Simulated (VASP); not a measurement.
# Si (Fd-3m) in VASP: further runs

The runs below take Si through single point, with LDA, r2SCAN.

All numbers are computed with VASP 6.6.1; they aren't measurements. Logs are shortened: lines on timing, memory, paths and dates and some standing lists are left out, and cuts for length are marked.

**1. The cell of the first run**

It takes space group Fd-3m (No. 227, cubic). The conventional cell has a = 5.470 Å, b = 5.470 Å, c = 5.470 Å, α = 90.00°, β = 90.00°, γ = 90.00°. Within 3.1 Å of Si (site symmetry -43m) lie 4 Si at 2.37 Å.

**2. Single point, LDA**

INCAR reads:

```
SYSTEM = Si
  PREC = Accurate
  ENCUT = 500
  EDIFF = 1E-6
  ISMEAR = -1
  SIGMA = 0.01
  LREAL = .False.
  LASPH = .True.
  NELM = 120
  ALGO = Normal
  ISIF = 2
  LWAVE = .False.
  LCHARG = .True.
  LELF = .True.
  LVHAR = .True.
  NBANDS = 11
  GGA_COMPAT = .False.
```

KPOINTS reads:

```
Automatic mesh
0
Gamma
  9 9 9
  0 0 0
```

POSCAR reads:

```
Si
1.0
    0.0000000000      2.7350069755      2.7350069755
    2.7350069755      0.0000000000      2.7350069755
    2.7350069755      2.7350069755      0.0000000000
Si
2
Direct
    0.7499999999      0.7499999999      0.7499999999
    0.4999999999      0.4999999999      0.4999999999
```

Potentials or basis: VASP PAW LDA potentials, release 64 (Si).

Run with:

```sh
cat potpaw_LDA.64/Si/POTCAR > POTCAR
mpirun -np 1 vasp_std > vasp.out
```

OUTCAR:

```text
SYSTEM = Si
   PREC = Accurate
   ENCUT = 500
   EDIFF = 1E-6
   ISMEAR = -1
   LREAL = .False.
   LASPH = .True.
   NELM = 120
   ISIF = 2

 ion  position               nearest neighbor table
   1  0.750  0.750  0.750-   2 2.37   2 2.37   2 2.37   2 2.37
   2  0.500  0.500  0.500-   1 2.37   1 2.37   1 2.37   1 2.37

  LATTYP: Found a face centered cubic cell.
 ALAT       =     5.4700139510

  Lattice vectors:

 A1 = (   0.0000000000,   2.7350069755,   2.7350069755)
 A2 = (   2.7350069755,   0.0000000000,   2.7350069755)
 A3 = (   2.7350069755,   2.7350069755,   0.0000000000)

Analysis of symmetry for initial positions (statically):
=====================================================================
 Subroutine PRICEL returns:
 Original cell was already a primitive cell.

 Routine SETGRP: Setting up the symmetry group for a
 face centered cubic supercell.

 Subroutine GETGRP returns: Found 48 space group operations
 (whereof 24 operations were pure point group operations)
 out of a pool of 48 trial point group operations.

The static configuration has the point symmetry T_d .
 The point group associated with its full space group is O_h .

Analysis of symmetry for dynamics (positions and initial velocities):
=====================================================================
 Subroutine PRICEL returns:
 Original cell was already a primitive cell.

 Routine SETGRP: Setting up the symmetry group for a
 face centered cubic supercell.

 Subroutine GETGRP returns: Found 48 space group operations
 (whereof 24 operations were pure point group operations)
 out of a pool of 48 trial point group operations.

The dynamic configuration has the point symmetry T_d .
 The point group associated with its full space group is O_h .

 Subroutine INISYM returns: Found 48 space group operations
 (whereof 24 operations are pure point group operations),
 and found     1 'primitive' translations

----------------------------------------------------------------------------------------

                                     Primitive cell

  volume of cell :      40.9171

  direct lattice vectors                    reciprocal lattice vectors
     0.000000000  2.735006976  2.735006976    -0.182814890  0.182814890  0.182814890
     2.735006976  0.000000000  2.735006976     0.182814890 -0.182814890  0.182814890
     2.735006976  2.735006976  0.000000000     0.182814890  0.182814890 -0.182814890

  length of vectors
     3.867883958  3.867883958  3.867883958     0.316644678  0.316644678  0.316644678

  position of ions in fractional coordinates (direct lattice)
     0.750000000  0.750000000  0.750000000
     0.500000000  0.500000000  0.500000000

  ion indices of the primitive-cell ions
   primitive index   ion index
                 1           1
                 2           2

----------------------------------------------------------------------------------------

 KPOINTS: Automatic mesh

Automatic generation of k-mesh.
 Grid dimensions read from file:
 generate k-points for:    9    9    9

 Generating k-lattice:

  Cartesian coordinates                     Fractional coordinates (reciprocal lattice)
    -0.020312766  0.020312766  0.020312766     0.111111111  0.000000000  0.000000000
     0.020312766 -0.020312766  0.020312766     0.000000000  0.111111111  0.000000000
     0.020312766  0.020312766 -0.020312766     0.000000000  0.000000000  0.111111111

  Length of vectors
     0.035182742  0.035182742  0.035182742

  Shift w.r.t. Gamma in fractional coordinates (k-lattice)
     0.000000000  0.000000000  0.000000000

 Subroutine IBZKPT returns following result:
 ===========================================

 Found     35 irreducible k-points:

 Following reciprocal coordinates:
            Coordinates               Weight
  0.000000  0.000000  0.000000      1.000000
  0.111111  0.000000  0.000000      8.000000
  0.222222  0.000000  0.000000      8.000000
  0.333333  0.000000  0.000000      8.000000
  0.444444  0.000000  0.000000      8.000000
  0.111111  0.111111  0.000000      6.000000
[... 16 lines left out ...]
 -0.333333  0.333333  0.000000     12.000000
  0.444444  0.444444  0.000000      6.000000
 [... further k-points ...]
   k-points           NKPTS =     35   k-points in BZ     NKDIM =     35   number of bands    NBANDS=     11
   number of dos      NEDOS =    301   number of ions     NIONS =      2
   total plane-waves  NPLWV =  21952
   dimension x,y,z NGX =    28 NGY =   28 NGZ =   28
   dimension x,y,z NGXF=    56 NGYF=   56 NGZF=   56
   ions per type =               2
   NGX,Y,Z   is equivalent  to a cutoff of  12.03, 12.03, 12.03 a.u.
   NGXF,Y,Z  is equivalent  to a cutoff of  24.07, 24.07, 24.07 a.u.
 SYSTEM =  Si
   PREC   = accura    normal or accurate (medium, high low for compatibility)
   ISTART =      0    job   : 0-new  1-cont  2-samecut
   ICHARG =      2    charge: 1-file 2-atom 10-const
   ISPIN  =      1    spin polarized calculation?
   LNONCOLLINEAR =      F non collinear calculations
   LSORBIT =      F    spin-orbit coupling
   LASPH  =      T    aspherical Exc in radial PAW
   ENCUT  =  500.0 eV  36.75 Ry    6.06 a.u.   7.05  7.05  7.05*2*pi/ulx,y,z
   NELM   =    120;   NELMIN=  2; NELMDL= -5     # of ELM steps
   EDIFF  = 0.1E-05   stopping-criterion for ELM
   LREAL  =      F    real-space projection
   EDIFFG = 0.1E-04   stopping-criterion for IOM
   NSW    =      0    number of steps for IOM
   IBRION =     -1    ionic relax: 0-MD 1-quasi-New 2-CG
   NFREE  =      0    steps in history (QN), initial steepest desc. (CG)
   ISIF   =      2    stress and relaxation
   ISYM   =      2    0-nonsym 1-usesym 2-fastsym
   POTIM  = 0.5000    time-step for ionic-motion
   TEBEG  =    0.0;   TEEND  =   0.0 temperature during run
   PSTRESS=    0.0 pullay stress
   NELECT =       8.0000    total number of electrons
   NUPDOWN=      -1.0000    fix difference up-down
   EMIN   =  10.00;   EMAX   =-10.00  energy-range for DOS
   EFERMI =   0.00;   METHOD = LEGACY
   ISMEAR =    -1;   SIGMA  =   0.01  broadening in eV -4-tet -1-fermi 0-gaus
   EFERMI_NEDOS =   21; number of points for ismear=-14 and -15
   IALGO  =     38    algorithm
   IMIX   =      4    mixing-type and parameters
     AMIX     =   0.40;   BMIX     =  1.00
     AMIX_MAG =   1.60;   BMIX_MAG =  1.00
  volume/ion in A,a.u.               =      20.46       138.06
  Fermi-wavevector in a.u.,A,eV,Ry     =   0.950174  1.795568 12.283752  0.902830
  Thomas-Fermi vector in A             =   2.078526
   LORBIT       =      0    0 simple, 1 ext, 2 COOP (PROOUT), +10 PAW based schemes
   GGA     = CA    functional components
   LHFCALC =     F    Hartree Fock is set to
   AEXX    =    0.0000 exact exchange contribution
   IVDW    =     0    specifies the selected vdW correction
   LEPSILON=     F    determine dielectric tensor
   LRPA    =     F    only Hartree local field effects (RPA)
 non-spin polarized calculation
  energy-cutoff  :      500.00
  volume of cell :       40.92
 maximum number of plane-waves:      1049
   NGX = 15   NGY = 15   NGZ = 15

 number of electron       8.0000000 magnetization

 Free energy of the ion-electron system (eV)
  ---------------------------------------------------
  ext. energy  EPLUGINS =         0.00000000
  ---------------------------------------------------
  free energy    TOTEN  =       -11.90223932 eV

  energy without entropy =      -11.90223932  energy(sigma->0) =      -11.90223932

 E-fermi :   5.8230     XC(G=0):  -9.5244

 val. band max:        5.5519066015   @ k =   0.0000   0.0000   0.0000
 cond. band min:       6.0682430396   @ k =   0.4444   0.4444   0.0000
 fundamental gap:      0.5163364381
 Fermi energy:         5.8229790900

 k-point     1 :       0.0000    0.0000    0.0000
  band No.  band energies     occupation
      1      -6.2593      2.00000
      2       5.5519      2.00000
      3       5.5519      2.00000
      4       5.5519      2.00000
      5       8.0660      0.00000
      6       8.0660      0.00000
      7       8.0660      0.00000
      8       8.5153      0.00000
      9      13.1376      0.00000
     10      13.2672      0.00000
     11      13.2672      0.00000

 k-point     2 :       0.1111    0.0000    0.0000
  band No.  band energies     occupation
      1      -6.1007      2.00000
      2       4.1976      2.00000
      3       5.3189      2.00000
      4       5.3189      2.00000
      5       7.9563      0.00000
      6       8.4081      0.00000
      7       8.4081      0.00000
      8       9.7072      0.00000
      9      12.8401      0.00000
     10      12.8401      0.00000
     11      13.7913      0.00000

 k-point     3 :       0.2222    0.0000    0.0000
  band No.  band energies     occupation
      1      -5.6349      2.00000
      2       2.1448      2.00000
      3       4.9024      2.00000
      4       4.9024      2.00000
      5       7.5110      0.00000
      6       8.9296      0.00000
      7       8.9296      0.00000
      8      11.6699      0.00000
      9      12.5991      0.00000
     10      12.5991      0.00000
     11      14.3455      0.00000

 k-point     4 :       0.3333    0.0000    0.0000
  band No.  band energies     occupation
      1      -4.9084      2.00000
      2       0.2637      2.00000
      3       4.5703      2.00000
      4       4.5703      2.00000
      5       7.1313      0.00000
      6       9.0069      0.00000
      7       9.0069      0.00000
      8      13.1412      0.00000
      9      13.4638      0.00000
     10      13.4638      0.00000
     11      14.3138      0.00000

 k-point     5 :       0.4444    0.0000    0.0000
  band No.  band energies     occupation
      1      -4.1340      2.00000
      2      -1.1054      2.00000
      3       4.3973      2.00000
      4       4.3973      2.00000
      5       6.9286      0.00000
      6       8.8750      0.00000
      7       8.8750      0.00000
      8      13.0713      0.00000
      9      15.2071      0.00000
     10      15.2071      0.00000
     11      15.9686      0.00000
[... 211 lines left out ...]
 k-point    21 :       0.4444    0.3333    0.0000
  band No.  band energies     occupation
      1      -3.6656      2.00000
      2      -0.4747      2.00000
      3       2.4607      2.00000
      4       3.0271      2.00000
      5       6.4517      0.00000
      6       7.5138      0.00000
      7      12.9150      0.00000
      8      13.0061      0.00000
      9      16.6944      0.00000
     10      16.6994      0.00000
     11      17.1379      0.00000

 k-point    22 :      -0.4444    0.3333    0.0000
  band No.  band energies     occupation
      1      -2.8881      2.00000
      2      -1.3533      2.00000
      3       1.5662      2.00000
      4       3.1325      2.00000
      5       6.6451      0.00000
      6       9.0968      0.00000
      7      12.6440      0.00000
      8      12.6931      0.00000
      9      14.7728      0.00000
     10      14.9316      0.00000
     11      18.8855      0.00000

 k-point    23 :      -0.3333    0.3333    0.0000
  band No.  band energies     occupation
      1      -3.0597      2.00000
      2      -1.1651      2.00000
      3       1.2075      2.00000
      4       3.4814      2.00000
      5       7.0390      0.00000
      6      11.2346      0.00000
      7      11.8926      0.00000
      8      12.4176      0.00000
      9      12.7095      0.00000
     10      13.1621      0.00000
     11      19.6097      0.00000

 k-point    24 :       0.4444    0.4444    0.0000
  band No.  band energies     occupation
      1      -3.0031      2.00000
      2      -1.3220      2.00000
      3       2.8027      2.00000
      4       2.8027      2.00000
      5       6.0682      0.00000
      6       6.4661      0.00000
      7      14.6611      0.00000
      8      14.6611      0.00000
      9      17.0047      0.00000
     10      17.1075      0.00000
     11      17.1095      0.00000

 [... further k-points ...]
[... 5 lines left out ...]
  --------------------------------------------------------------------------------------
  -------------------------------------------------------------------------------------
  Total       -0.8460068     -0.8460068     -0.8460068      0.0000000      0.0000000      0.0000000
  in kB      -33.1267712    -33.1267712    -33.1267712      0.0000000      0.0000000      0.0000000
  external PRESSURE =     -33.1267712 kB  Pullay stress =       0.0000000 kB

 VOLUME and BASIS-vectors are now :
 -----------------------------------------------------------------------------
  energy-cutoff  :      500.00
  volume of cell :       40.92
      direct lattice vectors                 reciprocal lattice vectors
     0.000000000  2.735006976  2.735006976    -0.182814890  0.182814890  0.182814890
     2.735006976  0.000000000  2.735006976     0.182814890 -0.182814890  0.182814890
     2.735006976  2.735006976  0.000000000     0.182814890  0.182814890 -0.182814890

 POSITION                                       TOTAL-FORCE (eV/Angst)
 -----------------------------------------------------------------------------------
      4.10251      4.10251      4.10251        -0.000000     -0.000000     -0.000000
      2.73501      2.73501      2.73501         0.000000      0.000000      0.000000
 -----------------------------------------------------------------------------------
    total drift:                                0.000000      0.000000      0.000000

  FREE ENERGIE OF THE ION-ELECTRON SYSTEM (eV)
  ---------------------------------------------------
  free  energy   TOTEN  =       -11.9022393153 eV

  energy  without entropy=      -11.9022393153  energy(sigma->0) =      -11.90223932
```

It took 13 s on 1 thread of AMD EPYC 9R45 (Zen 5), shared host; peak memory 0.1 GiB.

What came out:

| Quantity | Value |
| --- | --- |
| Free energy | -11.9022 eV |
| Pressure | -3.3 GPa |
| Band gap on the k mesh | 0.52 eV, indirect (least direct gap 2.51 eV) |

Levels at points of the mesh, in eV from the valence-band top:
```
           k point  band 1  band 2  band 3  band 4  band 5  band 6  band 7  band 8
(0.00, 0.00, 0.00)  -11.81    0.00    0.00    0.00    2.51    2.51    2.51    2.96
```

**3. Single point, r2SCAN**

POSCAR is that of step 2.

INCAR.step1 reads:

```
PREC = Accurate
ENCUT = 550
ISMEAR = -1
SIGMA = 0.01
LREAL = F
LASPH = T
NELM = 120
NBANDS = 11
GGA = PE
ALGO = Normal
EDIFF = 1E-5
LWAVE = T
LCHARG = F
GGA_COMPAT = F
```

INCAR.step2 reads:

```
PREC = Accurate
ENCUT = 550
EDIFF = 1E-6
ISMEAR = -1
SIGMA = 0.01
LREAL = F
LASPH = T
NELM = 120
ALGO = Normal
ISIF = 2
LWAVE = F
LCHARG = F
METAGGA = R2SCAN
LMIXTAU = T
NBANDS = 11
ISTART = 1
GGA_COMPAT = F
```

KPOINTS reads:

```
regular mesh
0
Gamma
  9 9 9
```

Potentials or basis: VASP PAW PBE potentials, release 64 (Si).

Run with:

```sh
cat potpaw_PBE.64/Si/POTCAR > POTCAR
cp INCAR.step1 INCAR
mpirun -np 1 vasp_std > vasp.out
cp INCAR.step2 INCAR
mpirun -np 1 vasp_std > vasp.out
```

It took 67 s on 1 thread of AMD EPYC 9R45 (Zen 5), shared host; peak memory 0.13 GiB.

Results (log left out):

```yaml
Free_energy: -17.5456 eV
Pressure: -1.6 GPa
Band_gap_on_the_k_mesh: 0.82 eV, indirect (least direct gap 2.75 eV)
```

Levels at points of the mesh, in eV from the valence-band top:
```tsv
k point	band 1	band 2	band 3	band 4	band 5	band 6	band 7	band 8
(0.00, 0.00, 0.00)	-12.37	0.00	0.00	0.00	2.75	2.75	2.75	3.72
```

Caveat: the PAW data sets were made with another functional, which shifts forces and pressure a little.
